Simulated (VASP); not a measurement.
# MgC18 in VASP: notebook

The runs below take MgC18 through single point, with PBE.

Everything below comes from runs of VASP 6.6.1. Logs are shortened: lines on timing, memory, paths and dates and some standing lists are left out, and cuts for length are marked.

## 1. The cell of the first run

The cell holds a slab with vacuum, 19 atoms: a = 7.398 Å, b = 7.398 Å, c = 13.000 Å, α = 90.00°, β = 90.00°, γ = 120.00°.

## 2. Single point, PBE

Contents of INCAR:

```
SYSTEM = MgC18
ALGO = Normal
EDIFF = 1E-7
ENCUT = 520
GGA = PE
ISIF = 2
ISMEAR = -1
LASPH = .True.
LCHARG = .True.
LELF = .True.
LREAL = Auto
LVHAR = .True.
LWAVE = .False.
NBANDS = 52
NELM = 80
PREC = Accurate
SIGMA = 0.02
```

Contents of KPOINTS:

```
k-points
0
Gamma
  2 2 1
  0 0 0
```

Contents of POSCAR:

```
MgC18
1.0
    7.3980000000      0.0000000000      0.0000000000
   -3.6990000000      6.4068560000      0.0000000000
    0.0000000000      0.0000000000     13.0000000000
C Mg
18 1
Direct
    0.0000397497     -0.0025887893      0.0688492308
    0.2209721736      0.1078786537      0.0688358462
   -0.0019552527      0.3307764370      0.0688915385
    0.2229662167      0.4432384620      0.0688860000
    0.0000852830      0.6661048727      0.0689217692
    0.2209325628      0.7765261151      0.0688937692
    0.3313984991     -0.0025503929      0.0688497692
    0.5563107601      0.1099083544      0.0688580769
    0.3334293601      0.3327930267      0.0688481538
    0.5542607310      0.4431997535      0.0688860769
    0.3333897261      0.6640673678      0.0688870000
    0.5542946332      0.7745235729      0.0688871538
    0.6667545511     -0.0005565913      0.0688805385
    0.8875861581      0.1098698020      0.0688580769
    0.6667200402      0.3307377285      0.0688912308
    0.8876253651      0.4411850368      0.0689100769
    0.6647047579      0.6641059203      0.0688863846
    0.8896205333      0.7765646676      0.0688923077
    0.1483397416      0.9634713188      0.3824950769
```

Potentials or basis: VASP PAW PBE potentials, release 64 (C, Mg).

Run with:

```bash
$ cat potpaw_PBE.64/C/POTCAR potpaw_PBE.64/Mg/POTCAR > POTCAR
$ mpirun -np 1 vasp_std > vasp.out
```

OUTCAR:

```text
SYSTEM = MgC18
   EDIFF = 1E-7
   ENCUT = 520
   GGA = PE
   ISIF = 2
   ISMEAR = -1
   LASPH = .True.
   LREAL = Auto
   NELM = 80
   PREC = Accurate

 ion  position               nearest neighbor table
   1  0.000  0.997  0.069-  18 1.41   2 1.42  14 1.44
   2  0.221  0.108  0.069-   7 1.41   1 1.42   9 1.44
   3  0.998  0.331  0.069-  16 1.41  14 1.42   4 1.44
   4  0.223  0.443  0.069-  11 1.41   9 1.42   3 1.44
   5  0.000  0.666  0.069-   6 1.41  18 1.42  16 1.44
   6  0.221  0.777  0.069-   5 1.41   7 1.42  11 1.44
[... 10 lines left out ...]
  17  0.665  0.664  0.069-  12 1.41  10 1.42  18 1.44
  18  0.890  0.777  0.069-   1 1.41   5 1.42  17 1.44
  19  0.148  0.963  0.382-

  LATTYP: Found a hexagonal cell.
 ALAT       =     7.3980000000
 C/A-ratio  =     1.7572316842

  Lattice vectors:

 A1 = (   7.3980000000,   0.0000000000,   0.0000000000)
 A2 = (  -3.6990000000,   6.4068560000,   0.0000000000)
 A3 = (   0.0000000000,   0.0000000000,  13.0000000000)

Analysis of symmetry for initial positions (statically):
=====================================================================
 Subroutine PRICEL returns:
 Original cell was already a primitive cell.

 Routine SETGRP: Setting up the symmetry group for a
 hexagonal supercell.

 Subroutine GETGRP returns: Found  1 space group operations
 (whereof  1 operations were pure point group operations)
 out of a pool of 24 trial point group operations.

The static configuration has the point symmetry C_1 .

Analysis of symmetry for dynamics (positions and initial velocities):
=====================================================================
 Subroutine PRICEL returns:
 Original cell was already a primitive cell.

 Routine SETGRP: Setting up the symmetry group for a
 hexagonal supercell.

 Subroutine GETGRP returns: Found  1 space group operations
 (whereof  1 operations were pure point group operations)
 out of a pool of 24 trial point group operations.

The dynamic configuration has the point symmetry C_1 .

 Subroutine INISYM returns: Found  1 space group operations
 (whereof  1 operations are pure point group operations),
 and found     1 'primitive' translations

----------------------------------------------------------------------------------------

                                     Primitive cell
[... 106 lines left out ...]
   EDIFFG = 0.1E-05   stopping-criterion for IOM
   NSW    =      0    number of steps for IOM
   IBRION =     -1    ionic relax: 0-MD 1-quasi-New 2-CG
   NFREE  =      0    steps in history (QN), initial steepest desc. (CG)
   ISIF   =      2    stress and relaxation
   ISYM   =      2    0-nonsym 1-usesym 2-fastsym
   POTIM  = 0.5000    time-step for ionic-motion
   TEBEG  =    0.0;   TEEND  =   0.0 temperature during run
   PSTRESS=    0.0 pullay stress
   NELECT =      74.0000    total number of electrons
   NUPDOWN=      -1.0000    fix difference up-down
   EMIN   =  10.00;   EMAX   =-10.00  energy-range for DOS
   EFERMI =   0.00;   METHOD = LEGACY
   ISMEAR =    -1;   SIGMA  =   0.02  broadening in eV -4-tet -1-fermi 0-gaus
   EFERMI_NEDOS =   21; number of points for ismear=-14 and -15
   IALGO  =     38    algorithm
   IMIX   =      4    mixing-type and parameters
     AMIX     =   0.40;   BMIX     =  1.00
     AMIX_MAG =   1.60;   BMIX_MAG =  1.00
  volume/ion in A,a.u.               =      32.43       218.85
  Fermi-wavevector in a.u.,A,eV,Ry     =   0.807702  1.526336  8.876204  0.652383
  Thomas-Fermi vector in A             =   1.916371
   LORBIT       =      0    0 simple, 1 ext, 2 COOP (PROOUT), +10 PAW based schemes
   GGA     = PE    functional components
   LHFCALC =     F    Hartree Fock is set to
   AEXX    =    0.0000 exact exchange contribution
   IVDW    =     0    specifies the selected vdW correction
   LEPSILON=     F    determine dielectric tensor
   LRPA    =     F    only Hartree local field effects (RPA)
 non-spin polarized calculation
  energy-cutoff  :      520.00
  volume of cell :      616.17
 maximum number of plane-waves:     16651
 NGX is ok and might be reduce to    56
   NGX = 27   NGY = 27   NGZ = 49

 number of electron      74.0000000 magnetization

 Free energy of the ion-electron system (eV)
  ---------------------------------------------------
  ext. energy  EPLUGINS =         0.00000000
  ---------------------------------------------------
  free energy    TOTEN  =      -165.64389369 eV

  energy without entropy =     -165.64277031  energy(sigma->0) =     -165.64333200

 E-fermi :  -1.6781     XC(G=0):  -4.2132

 val. band max:       -1.7866550693   @ k =   0.0000   0.0000   0.0000
 cond. band min:      -1.5696981098   @ k =   0.0000   0.0000   0.0000
 fundamental gap:      0.2169569595
 Fermi energy:        -1.6781122503

 k-point     1 :       0.0000    0.0000    0.0000
  band No.  band energies     occupation
      1     -21.2005      2.00000
      2     -18.7025      2.00000
      3     -18.6994      2.00000
      4     -18.5750      2.00000
      5     -18.5746      2.00000
      6     -18.5717      2.00000
[... 197 lines left out ...]
     48       3.1835      0.00000
     49       3.2211      0.00000
 [bands above 49 left out]

------------------------ aborting loop because EDIFF is reached ----------------------------------------

  FORCE on cell =-STRESS in cart. coord.  units (eV):
  Direction    XX          YY          ZZ          XY          YZ          ZX
  --------------------------------------------------------------------------------------
  -------------------------------------------------------------------------------------
  Total        1.5857834      1.5935469     -0.1298750     -0.0023941     -0.0102962      0.0101961
  in kB        4.1233654      4.1435520     -0.3377020     -0.0062251     -0.0267723      0.0265121
  external PRESSURE =       2.6430718 kB  Pullay stress =       0.0000000 kB

 VOLUME and BASIS-vectors are now :
 -----------------------------------------------------------------------------
  energy-cutoff  :      520.00
  volume of cell :      616.17
      direct lattice vectors                 reciprocal lattice vectors
     7.398000000  0.000000000  0.000000000     0.135171668  0.078041398  0.000000000
    -3.699000000  6.406856000  0.000000000     0.000000000  0.156082796  0.000000000
     0.000000000  0.000000000 13.000000000     0.000000000  0.000000000  0.076923077

 POSITION                                       TOTAL-FORCE (eV/Angst)
 -----------------------------------------------------------------------------------
     -3.68913      6.39027      0.89504        -0.000878      0.001321     -0.007073
      1.23571      0.69116      0.89487        -0.000308      0.002955      0.001293
      6.15999      2.11924      0.89559         0.008050      0.003150      0.001271
      0.00997      2.83976      0.89552         0.000353      0.004374      0.000173
     -2.46329      4.26764      0.89598         0.003495      0.002067      0.004939
     -1.23791      4.97509      0.89562         0.007181     -0.002593      0.001765
[... 11 lines left out ...]
      3.70890      4.97534      0.89560        -0.000262      0.000645      0.002230
     -2.46646      6.17282      4.97244         0.000091     -0.002219      0.003185
 -----------------------------------------------------------------------------------
    total drift:                                0.009275      0.004350     -0.056128

  FREE ENERGIE OF THE ION-ELECTRON SYSTEM (eV)
  ---------------------------------------------------
  free  energy   TOTEN  =      -165.6438936908 eV

  energy  without entropy=     -165.6427703131  energy(sigma->0) =     -165.64333200
```

OSZICAR:

```text
N       E                     dE             d eps       ncg     rms          rms(c)
DAV:   1     0.611717113734E+03    0.61172E+03   -0.28589E+04   416   0.111E+03
DAV:   2    -0.736349797763E+02   -0.68535E+03   -0.65048E+03   620   0.266E+02
DAV:   3    -0.178900145065E+03   -0.10527E+03   -0.10473E+03   496   0.108E+02
[... 13 lines left out ...]
DAV:  17    -0.165643889093E+03   -0.36918E-05   -0.12161E-06   428   0.318E-03    0.116E-03
DAV:  18    -0.165643891791E+03   -0.26978E-05   -0.38209E-07   328   0.130E-03    0.530E-04
DAV:  19    -0.165643893206E+03   -0.14156E-05   -0.18069E-07   340   0.845E-04    0.292E-04
DAV:  20    -0.165643893600E+03   -0.39349E-06   -0.54763E-08   336   0.479E-04    0.151E-04
DAV:  21    -0.165643893691E+03   -0.91060E-07   -0.11094E-08   300   0.261E-04
   1 F= -.16564389E+03 E0= -.16564333E+03  d E =-.112338E-02
```

stdout:

```text
POSCAR found type information on POSCAR C Mg
 POSCAR found :  2 types and      19 ions
 scaLAPACK will be used
 LDA part: xc-table for (Slater+PW92), standard interpolation
 POSCAR, INCAR and KPOINTS ok, starting setup
 FFT: planning ... GRIDC
 FFT: planning ... GRID_SOFT
 FFT: planning ... GRID
 WAVECAR not read
 entering main loop
```

Run time: 5.9 min. Hardware: 1 thread of Intel Xeon 6975P-C, shared host; peak memory 0.62 GiB.

What came out:

```
Free energy            : -165.6439 eV
Largest force          : 0.009 eV/Å
Band gap on the k mesh : 0.22 eV, direct
```

Forces on the atoms (eV/Å):
```
C   -0.001  0.001 -0.007
C    0.000  0.003  0.001
C    0.008  0.003  0.001
C    0.000  0.004  0.000
C    0.003  0.002  0.005
C    0.007 -0.003  0.002
C   -0.001  0.004 -0.001
C   -0.002 -0.004 -0.007
C   -0.005 -0.001  0.001
C   -0.004 -0.001 -0.004
C    0.001 -0.003  0.000
C   -0.006 -0.002  0.000
C    0.001 -0.003  0.001
C    0.000 -0.003  0.000
C    0.000  0.001  0.001
C    0.003  0.000  0.004
C   -0.005  0.001 -0.003
C    0.000  0.001  0.002
Mg   0.000 -0.002  0.003
```

Caveat: the k points lie up to 0.49 Å⁻¹ apart.

## 3. Single point, PBE

Contents of INCAR:

```
SYSTEM = MgC18
PREC = Accurate ; ENCUT = 520
EDIFF = 1E-7 ; ISMEAR = -1
SIGMA = 0.02 ; LREAL = Auto
LASPH = .True. ; NELM = 100
ALGO = Normal ; ISIF = 2
LWAVE = .False. ; LCHARG = .True.
GGA = PE ; LELF = .True.
LVHAR = .True. ; NBANDS = 52
```

Contents of KPOINTS:

```
Automatic mesh
0
Gamma
  2 2 1
  0 0 0
```

Contents of POSCAR:

```
MgC18
1.0
    7.3980000000      0.0000000000      0.0000000000
   -3.6990000000      6.4068560000      0.0000000000
    0.0000000000      0.0000000000     13.0000000000
C Mg
18 1
Direct
   -0.0008809337     -0.0022179365      0.0689352308
    0.2223243873      0.1108523432      0.0689213077
   -0.0008927109      0.3311107663      0.0689936923
    0.2223343033      0.4441900989      0.0689800000
   -0.0008753381      0.6644528923      0.0690056923
    0.2223150580      0.7775122463      0.0689820000
    0.3324592363     -0.0022177805      0.0689356154
    0.5556776857      0.1108557770      0.0689476923
    0.3324687961      0.3311408903      0.0689345385
    0.5556515303      0.4441897867      0.0689800769
    0.3324693926      0.6644424348      0.0689899231
    0.5556495783      0.7775027252      0.0689880769
    0.6657927384     -0.0022112250      0.0689673846
    0.8889740392      0.1108556209      0.0689476154
    0.6657994252      0.3311106103      0.0689933846
    0.8889806225      0.4441648134      0.0690204615
    0.6657692814      0.6644425909      0.0689895385
    0.8889931571      0.7775124023      0.0689810769
    0.1603688369      0.9874935538      0.3831222308
```

Potentials or basis: VASP PAW PBE potentials, release 64 (C, Mg).

Run with:

```bash
$ cat potpaw_PBE.64/C/POTCAR potpaw_PBE.64/Mg/POTCAR > POTCAR
$ mpirun -np 1 vasp_std > vasp.out
```

Run time: 6.4 min. Hardware: 1 thread of Intel Xeon 6975P-C, shared host; peak memory 0.63 GiB.

It converged, with:

```
Free energy            : -165.6302 eV
Largest force          : 0.014 eV/Å
Band gap on the k mesh : 0.16 eV, direct
```

Forces in eV/Å, atoms in the order of the input:
```
C   -0.001  0.001 -0.006
C   -0.004  0.001  0.002
C    0.012  0.004  0.003
C   -0.007  0.006 -0.002
C    0.004 -0.001 -0.003
C    0.012 -0.005 -0.003
C    0.009  0.001  0.001
C   -0.003 -0.003 -0.003
C   -0.007 -0.001  0.001
C    0.002 -0.003 -0.002
C   -0.005 -0.006  0.003
C   -0.010  0.001 -0.002
C   -0.003  0.001  0.001
C    0.007 -0.003  0.002
C   -0.007  0.003  0.003
C    0.003  0.003 -0.001
C    0.005  0.000  0.000
C   -0.005  0.002  0.002
Mg   0.000 -0.001  0.005
```

Levels at points of the mesh, in eV from the valence-band top:
| k point | band 35 | band 36 | band 37 | band 38 | band 39 | band 40 |
| --- | --- | --- | --- | --- | --- | --- |
| (0.00, 0.00, 0.00) | -0.41 | 0.00 | 0.00 | 0.16 | 0.16 | 2.91 |
| (0.50, 0.00, 0.00) | -2.53 | -2.32 | -0.31 | 1.82 | 2.51 | 2.52 |
| (0.00, 0.50, 0.00) | -2.58 | -2.20 | -0.31 | 1.62 | 2.59 | 2.61 |
| (0.50, 0.50, 0.00) | -2.53 | -2.32 | -0.31 | 1.82 | 2.51 | 2.52 |

Caveat: the k points lie up to 0.49 Å⁻¹ apart.

## 4. Single point, PBE

Contents of INCAR:

```
SYSTEM = MgC18
ALGO = Normal
EDIFF = 1E-7
ENCUT = 520
GGA = PE
ISIF = 2
ISMEAR = -1
LASPH = .True.
LCHARG = .False.
LREAL = Auto
LWAVE = .False.
NBANDS = 52
NELM = 100
PREC = Accurate
SIGMA = 0.02
```

Contents of KPOINTS:

```
k-points
0
Gamma
  2 2 1
  0 0 0
```

Contents of POSCAR:

```
MgC18
1.0
    7.3980000000      0.0000000000      0.0000000000
   -3.6990000000      6.4068560000      0.0000000000
    0.0000000000      0.0000000000     13.0000000000
C Mg
18 1
Direct
   -0.0006996397     -0.0016060920      0.0690173077
    0.2225170429      0.1114693385      0.0690015385
   -0.0006930224      0.3317247961      0.0690923846
    0.2225152377      0.4447996022      0.0690740000
   -0.0006881455      0.6650589618      0.0691017692
    0.2225117713      0.7781222178      0.0690731538
    0.3326581597     -0.0016060920      0.0690175385
    0.5558576474      0.1114638756      0.0690384615
    0.3326560096      0.3317472720      0.0690193077
    0.5558488985      0.4447994461      0.0690740000
    0.3326524035      0.6650577132      0.0690886154
    0.5558432484      0.7781217496      0.0690843077
    0.6659791715     -0.0016064041      0.0690585385
    0.8891708402      0.1114638756      0.0690384615
    0.6659824305      0.3317247961      0.0690922308
    0.8891746827      0.4447846182      0.0691245385
    0.6659700569      0.6650577132      0.0690884615
    0.8891750586      0.7781222178      0.0690726923
    0.1728502459      1.0124101431      0.3837657692
```

Run with:

```bash
$ cat potpaw_PBE.64/C/POTCAR potpaw_PBE.64/Mg/POTCAR > POTCAR
$ mpirun -np 1 vasp_std > vasp.out
```

Wall time 5.8 min (1 thread of Intel Xeon 6975P-C, shared host); peak memory 0.63 GiB.

The run converged. Its results:

```
Free energy            : -165.6300 eV
Largest force          : 0.012 eV/Å
Band gap on the k mesh : 0.16 eV, direct
```

Forces in eV/Å, atoms in the order of the input:
```
C    0.000 -0.001 -0.004
C   -0.003 -0.003  0.003
C    0.009  0.006  0.005
C   -0.001  0.008 -0.004
C    0.004  0.001 -0.002
C    0.006 -0.008 -0.003
C    0.001  0.003 -0.002
C    0.001 -0.003 -0.001
C   -0.007  0.006  0.001
C   -0.001  0.000 -0.001
C    0.000 -0.003  0.005
C   -0.007 -0.007 -0.003
C    0.001  0.002 -0.003
C    0.003 -0.005  0.000
C   -0.004  0.000  0.005
C    0.000 -0.001 -0.002
C   -0.001  0.004  0.001
C   -0.001  0.003  0.000
Mg   0.000 -0.001  0.005
```

Levels at points of the mesh, in eV from the valence-band top:
```tsv
k point	band 33	band 34	band 35	band 36	band 37	band 38	band 39	band 40	band 41	band 42
(0.00, 0.00, 0.00)	-3.14	-2.79	-0.41	0.00	0.00	0.16	0.16	2.91	3.44	3.44
(0.50, 0.00, 0.00)	-2.61	-2.54	-2.53	-2.32	-0.31	1.82	2.51	2.52	2.60	2.66
(0.00, 0.50, 0.00)	-2.59	-2.58	-2.58	-2.20	-0.31	1.62	2.59	2.61	2.61	2.61
(0.50, 0.50, 0.00)	-2.61	-2.54	-2.53	-2.32	-0.31	1.82	2.51	2.52	2.60	2.66
```

Caveat: the k points lie up to 0.49 Å⁻¹ apart.
